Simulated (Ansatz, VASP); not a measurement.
## W: VASP beside Ansatz

The input POSCAR:

```
W
1.0
   -1.5681528005      1.5681528005      1.5681528005
    1.5681528005     -1.5681528005      1.5681528005
    1.5681528005      1.5681528005     -1.5681528005
W
1
Direct
    0.0000000000      0.0000000000      0.0000000000
```

File INCAR.step1:

```
ALGO = Normal
EDIFF = 1E-4
ENCUT = 520
GGA = PE
ISMEAR = 1
LASPH = T
LCHARG = F
LREAL = F
LWAVE = T
NBANDS = 13
NELM = 60
PREC = Accurate
SIGMA = 0.1
```

INCAR.step2

```
ALGO = Normal
EDIFF = 1E-7
ENCUT = 520
ISIF = 2
ISMEAR = 1
ISTART = 1
LASPH = T
LCHARG = F
LMIXTAU = T
LREAL = F
LWAVE = F
METAGGA = R2SCAN
NBANDS = 13
NELM = 60
PREC = Accurate
SIGMA = 0.1
```

KPOINTS

```
k-points
0
Gamma
  13 13 13
```

Input for Ansatz:

```yaml
crystal:
  lattice:
    - [-1.5681528005159524, 1.5681528005159524, 1.5681528005159524]
    - [1.5681528005159524, -1.5681528005159524, 1.5681528005159524]
    - [1.5681528005159524, 1.5681528005159524, -1.5681528005159524]
  atoms:
    - { symbol: W, position: [0.0, 0.0, 0.0] }
basis:
  ecutwfc: 650.0
kpoints:
  mp_grid:
    grid: [13, 13, 13]
hamiltonian:
  xc: r2scan
scf:
  convergence:
    dr2_threshold: 1.0e-10
  occupations:
    method: methfessel_paxton
output:
  stress: true
```

Alike in both runs: task single point; functional r2SCAN; k mesh 13 × 13 × 13; no spin polarisation.

```csv
,VASP,Ansatz
version,VASP 6.6.1,Ansatz 0.2.0
potentials or method,"VASP PAW PBE potentials, release 64 (W_sv), cutoff 520 eV","plane waves, PAW"
occupations,"methfessel-paxton of order 1, width 0.1 eV",methfessel-paxton of order 1
valence electrons in the cell,14,14
```

|  | VASP | Ansatz | Ansatz less VASP |
| --- | --- | --- | --- |
| pressure (GPa) | 11.6 | 10.2 | -1.38 |

VASP's potentials were made for PBE, not for r2SCAN.

Neither program's run includes spin-orbit coupling.
